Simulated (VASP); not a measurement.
# LiNbO3 (R3c) in VASP: notebook

LiNbO3 is run at these levels: LDA; tasks: single point.

Everything below comes from runs of VASP 6.6.1. Logs are shortened: lines on timing, memory, paths and dates and some standing lists are left out, and cuts for length are marked.

**1. The cell of the first run**

The structure is trigonal, space group R3c (No. 161). The conventional cell has a = 4.899 Å, b = 4.899 Å, c = 13.324 Å, α = 90.00°, β = 90.00°, γ = 120.00°. Li (site symmetry 3) has 6 O at 1.89 to 2.10 Å within 2.5 Å. Within 2.5 Å of Nb (site symmetry 3) lie 6 O at 1.86 to 2.05 Å. O (site symmetry 1) has 2 Nb at 1.86 to 2.05 Å and 2 Li at 1.89 to 2.10 Å within 2.5 Å.

**2. Single point, LDA (9.23 Å³/atom)**

INCAR reads:

```
SYSTEM = LiNbO3
PREC = Accurate
ENCUT = 750
EDIFF = 1E-6
ISMEAR = 0
SIGMA = 0.02
LREAL = .FALSE.
LASPH = .TRUE.
NELM = 120
ALGO = Normal
ISIF = 2
LWAVE = .FALSE.
LCHARG = .FALSE.
NBANDS = 45
GGA_COMPAT = .FALSE.
```

KPOINTS reads:

```
regular mesh
0
G
  6 6 6
  0 0 0
```

POSCAR reads:

```
LiNbO3
1.0
    2.4493187142      1.4141148189      4.4412614355
   -2.4493187142      1.4141148189      4.4412614355
    0.0000000000     -2.8282296381      4.4412614354
Li Nb O
2 2 6
Direct
    0.7015785856      0.7015785856      0.7015785856
    0.2015785856      0.2015785856      0.2015785856
    0.9887543151      0.9887543151      0.9887543151
    0.4887543151      0.4887543151      0.4887543151
    0.8966694148      0.2777840075      0.6016624672
    0.6016624672      0.8966694148      0.2777840075
    0.2777840075      0.6016624672      0.8966694148
    0.7777840075      0.3966694148      0.1016624672
    0.3966694148      0.1016624672      0.7777840075
    0.1016624672      0.7777840075      0.3966694148
```

Potentials or basis: VASP PAW LDA potentials, release 64 (Li_sv, Nb_sv, O).

On the command line:

```sh
cat potpaw_LDA.64/Li_sv/POTCAR potpaw_LDA.64/Nb_sv/POTCAR potpaw_LDA.64/O/POTCAR > POTCAR
mpirun -np 1 vasp_std > vasp.out
```

OUTCAR:

```text
SYSTEM = LiNbO3
   PREC = Accurate
   ENCUT = 750
   EDIFF = 1E-6
   ISMEAR = 0
   LREAL = .FALSE.
   LASPH = .TRUE.
   NELM = 120
   ISIF = 2

 ion  position               nearest neighbor table
   1  0.702  0.702  0.702-   9 1.89   8 1.89  10 1.89   5 2.10   6 2.10   7 2.10
   2  0.202  0.202  0.202-   6 1.89   5 1.89   7 1.89   8 2.10   9 2.10  10 2.10
   3  0.989  0.989  0.989-   7 1.86   5 1.86   6 1.86   8 2.05  10 2.05   9 2.05
   4  0.489  0.489  0.489-  10 1.86   8 1.86   9 1.86   5 2.05   7 2.05   6 2.05
   5  0.897  0.278  0.602-   3 1.86   2 1.89   4 2.05   1 2.10
   6  0.602  0.897  0.278-   3 1.86   2 1.89   4 2.05   1 2.10
   7  0.278  0.602  0.897-   3 1.86   2 1.89   4 2.05   1 2.10
   8  0.778  0.397  0.102-   4 1.86   1 1.89   3 2.05   2 2.10
   9  0.397  0.102  0.778-   4 1.86   1 1.89   3 2.05   2 2.10
  10  0.102  0.778  0.397-   4 1.86   1 1.89   3 2.05   2 2.10

  LATTYP: Found a trigonal (rhomboedric) cell.
 ALAT       =     5.2653286719
 COS(alpha) =     0.5672175656

  Lattice vectors:

 A1 = (   2.4493187142,   1.4141148189,   4.4412614355)
 A2 = (  -2.4493187142,   1.4141148189,   4.4412614355)
 A3 = (   0.0000000000,  -2.8282296381,   4.4412614354)

Analysis of symmetry for initial positions (statically):
=====================================================================
 Subroutine PRICEL returns:
 Original cell was already a primitive cell.

 Routine SETGRP: Setting up the symmetry group for a
 trigonal (rhombohedral) supercell.

 Subroutine GETGRP returns: Found  6 space group operations
 (whereof  3 operations were pure point group operations)
 out of a pool of 12 trial point group operations.

The static configuration has the point symmetry C_3 .
 The point group associated with its full space group is C_3v.

Analysis of symmetry for dynamics (positions and initial velocities):
=====================================================================
 Subroutine PRICEL returns:
 Original cell was already a primitive cell.

 Routine SETGRP: Setting up the symmetry group for a
 trigonal (rhombohedral) supercell.

 Subroutine GETGRP returns: Found  6 space group operations
 (whereof  3 operations were pure point group operations)
 out of a pool of 12 trial point group operations.

The dynamic configuration has the point symmetry C_3 .
 The point group associated with its full space group is C_3v.

 Subroutine INISYM returns: Found  6 space group operations
 (whereof  3 operations are pure point group operations),
 and found     1 'primitive' translations

----------------------------------------------------------------------------------------

                                     Primitive cell

  volume of cell :      92.2970

  direct lattice vectors                    reciprocal lattice vectors
     2.449318714  1.414114819  4.441261436     0.204138399  0.117859359  0.075053752
    -2.449318714  1.414114819  4.441261436    -0.204138399  0.117859359  0.075053752
     0.000000000 -2.828229638  4.441261435     0.000000000 -0.235718719  0.075053752

  length of vectors
     5.265328672  5.265328672  5.265328672     0.247379021  0.247379021  0.247379021

  position of ions in fractional coordinates (direct lattice)
     0.701578586  0.701578586  0.701578586
     0.201578586  0.201578586  0.201578586
     0.988754315  0.988754315  0.988754315
     0.488754315  0.488754315  0.488754315
     0.896669415  0.277784008  0.601662467
     0.601662467  0.896669415  0.277784008
     0.277784008  0.601662467  0.896669415
     0.777784008  0.396669415  0.101662467
     0.396669415  0.101662467  0.777784008
     0.101662467  0.777784008  0.396669415

  ion indices of the primitive-cell ions
   primitive index   ion index
                 1           1
                 2           2
                 3           3
                 4           4
                 5           5
                 6           6
                 7           7
                 8           8
                 9           9
                10          10

----------------------------------------------------------------------------------------

 KPOINTS: regular mesh

Automatic generation of k-mesh.
 Grid dimensions read from file:
 generate k-points for:    6    6    6

 Generating k-lattice:

  Cartesian coordinates                     Fractional coordinates (reciprocal lattice)
     0.034023066  0.019643227  0.012508959     0.166666667  0.000000000  0.000000000
    -0.034023066  0.019643227  0.012508959     0.000000000  0.166666667  0.000000000
     0.000000000 -0.039286453  0.012508959     0.000000000  0.000000000  0.166666667

  Length of vectors
     0.041229837  0.041229837  0.041229837

  Shift w.r.t. Gamma in fractional coordinates (k-lattice)
     0.000000000  0.000000000  0.000000000

 Subroutine IBZKPT returns following result:
 ===========================================

 Found     32 irreducible k-points:

 Following reciprocal coordinates:
            Coordinates               Weight
  0.000000  0.000000  0.000000      1.000000
  0.166667  0.000000  0.000000      6.000000
  0.333333 -0.000000  0.000000      6.000000
  0.500000 -0.000000  0.000000      3.000000
  0.166667  0.166667  0.000000      6.000000
  0.333333  0.166667 -0.000000     12.000000
[... 16 lines left out ...]
  0.500000  0.500000  0.166667      6.000000
 -0.333333  0.500000  0.166667     12.000000
 [... further k-points ...]
   k-points           NKPTS =     32   k-points in BZ     NKDIM =     32   number of bands    NBANDS=     45
   number of dos      NEDOS =    301   number of ions     NIONS =     10
   total plane-waves  NPLWV = 110592
   dimension x,y,z NGX =    48 NGY =   48 NGZ =   48
   dimension x,y,z NGXF=    96 NGYF=   96 NGZF=   96
   ions per type =               2   2   6
   NGX,Y,Z   is equivalent  to a cutoff of  15.16, 15.16, 15.16 a.u.
   NGXF,Y,Z  is equivalent  to a cutoff of  30.31, 30.31, 30.31 a.u.
 SYSTEM =  LiNbO3
   PREC   = accura    normal or accurate (medium, high low for compatibility)
   ISTART =      0    job   : 0-new  1-cont  2-samecut
   ICHARG =      2    charge: 1-file 2-atom 10-const
   ISPIN  =      1    spin polarized calculation?
   LNONCOLLINEAR =      F non collinear calculations
   LSORBIT =      F    spin-orbit coupling
   LASPH  =      T    aspherical Exc in radial PAW
   ENCUT  =  750.0 eV  55.12 Ry    7.42 a.u.  11.76 11.76 11.76*2*pi/ulx,y,z
   NELM   =    120;   NELMIN=  2; NELMDL= -5     # of ELM steps
   EDIFF  = 0.1E-05   stopping-criterion for ELM
   LREAL  =      F    real-space projection
   EDIFFG = 0.1E-04   stopping-criterion for IOM
   NSW    =      0    number of steps for IOM
   IBRION =     -1    ionic relax: 0-MD 1-quasi-New 2-CG
   NFREE  =      0    steps in history (QN), initial steepest desc. (CG)
   ISIF   =      2    stress and relaxation
   ISYM   =      2    0-nonsym 1-usesym 2-fastsym
   POTIM  = 0.5000    time-step for ionic-motion
   TEBEG  =    0.0;   TEEND  =   0.0 temperature during run
   PSTRESS=    0.0 pullay stress
   NELECT =      68.0000    total number of electrons
   NUPDOWN=      -1.0000    fix difference up-down
   EMIN   =  10.00;   EMAX   =-10.00  energy-range for DOS
   EFERMI =   0.00;   METHOD = LEGACY
   ISMEAR =     0;   SIGMA  =   0.02  broadening in eV -4-tet -1-fermi 0-gaus
   EFERMI_NEDOS =   21; number of points for ismear=-14 and -15
   IALGO  =     38    algorithm
   IMIX   =      4    mixing-type and parameters
     AMIX     =   0.40;   BMIX     =  1.00
     AMIX_MAG =   1.60;   BMIX_MAG =  1.00
  volume/ion in A,a.u.               =       9.23        62.29
  Fermi-wavevector in a.u.,A,eV,Ry     =   1.478593  2.794135 29.745559  2.186237
  Thomas-Fermi vector in A             =   2.592855
   LORBIT       =      0    0 simple, 1 ext, 2 COOP (PROOUT), +10 PAW based schemes
   GGA     = CA    functional components
   LHFCALC =     F    Hartree Fock is set to
   AEXX    =    0.0000 exact exchange contribution
   IVDW    =     0    specifies the selected vdW correction
   LEPSILON=     F    determine dielectric tensor
   LRPA    =     F    only Hartree local field effects (RPA)
 non-spin polarized calculation
 Gauss-broadening in eV      SIGMA  =   0.02
  energy-cutoff  :      750.00
  volume of cell :       92.30
 maximum number of plane-waves:      4328
   NGX = 23   NGY = 23   NGZ = 23

 number of electron      68.0000006 magnetization

 Free energy of the ion-electron system (eV)
  ---------------------------------------------------
  ext. energy  EPLUGINS =         0.00000000
  ---------------------------------------------------
  free energy    TOTEN  =       -87.24690081 eV

  energy without entropy =      -87.24690081  energy(sigma->0) =      -87.24690081

 E-fermi :   4.7571     XC(G=0): -12.1241

 val. band max:        4.6641725983   @ k =   0.1667   0.1667   0.1667
 cond. band min:       8.3083989779   @ k =  -0.3333   0.3333   0.0000
 fundamental gap:      3.6442263797
 Fermi energy:         4.7571406511

 k-point     1 :       0.0000    0.0000    0.0000
  band No.  band energies     occupation
      1     -48.9366      2.00000
      2     -48.9063      2.00000
      3     -36.1339      2.00000
      4     -36.1258      2.00000
      5     -25.5656      2.00000
      6     -25.5656      2.00000
[... 37 lines left out ...]
     44      15.1176      0.00000
     45      15.1288      0.00000

 k-point     2 :       0.1667    0.0000    0.0000
  band No.  band energies     occupation
      1     -48.9346      2.00000
      2     -48.9083      2.00000
      3     -36.1335      2.00000
      4     -36.1264      2.00000
      5     -25.5543      2.00000
      6     -25.5509      2.00000
[... 1048 lines left out ...]
 k-point    24 :      -0.3333    0.5000    0.1667
  band No.  band energies     occupation
      1     -48.9238      2.00000
      2     -48.9187      2.00000
      3     -36.1312      2.00000
      4     -36.1296      2.00000
      5     -25.5844      2.00000
      6     -25.5781      2.00000
[... 37 lines left out ...]
     44      14.9054      0.00000
     45      16.1203      0.00000

 [... further k-points ...]

------------------------ aborting loop because EDIFF is reached ----------------------------------------

  FORCE on cell =-STRESS in cart. coord.  units (eV):
  Direction    XX          YY          ZZ          XY          YZ          ZX
  --------------------------------------------------------------------------------------
  -------------------------------------------------------------------------------------
  Total        8.4580484      8.4580484      8.3628074      0.0000000      0.0000000      0.0000000
  in kB      146.8226923    146.8226923    145.1694114      0.0000000      0.0000000      0.0000000
  external PRESSURE =     146.2715987 kB  Pullay stress =       0.0000000 kB

 VOLUME and BASIS-vectors are now :
 -----------------------------------------------------------------------------
  energy-cutoff  :      750.00
  volume of cell :       92.30
      direct lattice vectors                 reciprocal lattice vectors
     2.449318714  1.414114819  4.441261436     0.204138399  0.117859359  0.075053752
    -2.449318714  1.414114819  4.441261436    -0.204138399  0.117859359  0.075053752
     0.000000000 -2.828229638  4.441261435     0.000000000 -0.235718719  0.075053752

 POSITION                                       TOTAL-FORCE (eV/Angst)
 -----------------------------------------------------------------------------------
      0.00000     -0.00000      9.34768         0.000000      0.000000     -0.002413
      0.00000     -0.00000      2.68579         0.000000      0.000000     -0.002413
      0.00000     -0.00000     13.17395         0.000000     -0.000000      0.083589
      0.00000     -0.00000      6.51206         0.000000     -0.000000      0.083589
      1.51585     -0.04083      7.88820        -0.024675      0.023251     -0.027059
     -0.72257      1.33318      7.88820        -0.007798     -0.032995     -0.027059
     -0.79328     -1.29235      7.88820         0.032474      0.009744     -0.027059
      0.93347      1.37329      5.66756         0.024675      0.023251     -0.027059
      0.72257     -1.49505      5.66756         0.007798     -0.032995     -0.027059
     -1.65604      0.12177      5.66756        -0.032474      0.009744     -0.027059
 -----------------------------------------------------------------------------------
    total drift:                               -0.000000      0.000000      0.000430

  FREE ENERGIE OF THE ION-ELECTRON SYSTEM (eV)
  ---------------------------------------------------
  free  energy   TOTEN  =       -87.2469008113 eV

  energy  without entropy=      -87.2469008113  energy(sigma->0) =      -87.24690081
```

It took 5.8 min on 1 thread of Oxide Virtual Turin-like, shared host; peak memory 0.33 GiB.

Results:

```
Free energy            : -87.2469 eV
Pressure               : 14.6 GPa
Largest force          : 0.084 eV/Å
Band gap on the k mesh : 3.64 eV (least direct gap 3.69 eV)
```

Forces in eV/Å, atoms in the order of the input:
```
Li   0.000  0.000 -0.002
Li   0.000  0.000 -0.002
Nb   0.000  0.000  0.084
Nb   0.000  0.000  0.084
O   -0.025  0.023 -0.027
O   -0.008 -0.033 -0.027
O    0.032  0.010 -0.027
O    0.025  0.023 -0.027
O    0.008 -0.033 -0.027
O   -0.032  0.010 -0.027
```

Levels at points of the mesh, in eV from the valence-band top:
```tsv
k point	band 32	band 33	band 34	band 35	band 36	band 37
(0.00, 0.00, 0.00)	-0.39	-0.03	-0.03	3.85	3.85	4.19
(0.50, 0.00, 0.00)	-0.27	-0.07	-0.07	3.94	3.94	4.99
(0.50, 0.50, 0.00)	-0.56	-0.33	-0.29	3.89	4.13	4.68
(0.50, 0.50, 0.50)	-0.30	-0.30	-0.30	4.95	4.95	5.16
```

Caveat: the cell stands under pressure. A k mesh can miss the band edges.

**3. Single point, LDA (9.53 Å³/atom)**

This run uses another cell than the first one, of 9.53 Å³/atom.

INCAR reads:

```
SYSTEM = LiNbO3
PREC     = Accurate       ! precision mode
ENCUT    = 750            ! plane-wave cutoff, eV
EDIFF    = 1E-6           ! SCF threshold, eV
ISMEAR   = 0              ! smearing method
SIGMA    = 0.02           ! smearing width, eV
LREAL    = .FALSE.        ! projectors in reciprocal space
LASPH    = .TRUE.         ! aspherical terms in the spheres
NELM     = 120            ! most SCF steps
ALGO     = Normal         ! electronic algorithm
ISIF     = 2              ! what is computed and relaxed
LWAVE    = .FALSE.        ! write WAVECAR
LCHARG   = .FALSE.        ! write CHGCAR
NBANDS   = 45             ! bands
GGA_COMPAT= .FALSE.
```

KPOINTS reads:

```
Automatic mesh
0
G
  6 6 6
  0 0 0
```

POSCAR reads:

```
LiNbO3
1.0
    2.4776392093      1.4304656643      4.4833977664
   -2.4776392093      1.4304656643      4.4833977664
    0.0000000000     -2.8609313289      4.4833977663
Li Nb O
2 2 6
Direct
    0.7032565617      0.7032565617      0.7032565617
    0.2032565617      0.2032565617      0.2032565617
    0.9891201485      0.9891201485      0.9891201485
    0.4891201485      0.4891201485      0.4891201485
    0.8917804975      0.2743455681      0.6079460144
    0.6079460144      0.8917804975      0.2743455681
    0.2743455681      0.6079460144      0.8917804975
    0.7743455681      0.3917804975      0.1079460144
    0.3917804975      0.1079460144      0.7743455681
    0.1079460144      0.7743455681      0.3917804975
```

Potentials or basis: VASP PAW LDA potentials, release 64 (Li_sv, Nb_sv, O).

On the command line:

```sh
cat potpaw_LDA.64/Li_sv/POTCAR potpaw_LDA.64/Nb_sv/POTCAR potpaw_LDA.64/O/POTCAR > POTCAR
mpirun -np 1 vasp_std > vasp.out
```

Run time: 6.7 min. Hardware: 1 thread of Oxide Virtual Turin-like, shared host; peak memory 0.33 GiB.

It converged, with:

```yaml
Free_energy: -87.4764 eV
Pressure: 9.0 GPa
Largest_force: 0.068 eV/Å
Band_gap_on_the_k_mesh: 3.62 eV (least direct gap 3.70 eV)
```

Forces in eV/Å, atoms in the order of the input:
```
Li   0.000  0.000 -0.003
Li   0.000  0.000 -0.003
Nb   0.000  0.000  0.068
Nb   0.000  0.000  0.068
O   -0.027  0.017 -0.022
O   -0.001 -0.031 -0.022
O    0.028  0.014 -0.022
O    0.027  0.017 -0.022
O    0.001 -0.031 -0.022
O   -0.028  0.014 -0.022
```

Levels at points of the mesh, in eV from the valence-band top:
| k point | band 31 | band 32 | band 33 | band 34 | band 35 | band 36 | band 37 | band 38 |
| --- | --- | --- | --- | --- | --- | --- | --- | --- |
| (0.00, 0.00, 0.00) | -0.62 | -0.45 | -0.03 | -0.03 | 3.70 | 3.70 | 4.08 | 5.25 |
| (0.50, 0.00, 0.00) | -0.28 | -0.28 | -0.12 | -0.12 | 3.95 | 3.95 | 4.91 | 4.91 |
| (0.50, 0.50, 0.00) | -0.70 | -0.60 | -0.34 | -0.30 | 3.76 | 4.10 | 4.63 | 4.78 |
| (0.50, 0.50, 0.50) | -0.30 | -0.30 | -0.30 | -0.30 | 4.85 | 4.85 | 5.08 | 5.08 |

Caveat: the cell stands under pressure. A k mesh can miss the band edges.

(Part 1 of 3 ends here.)
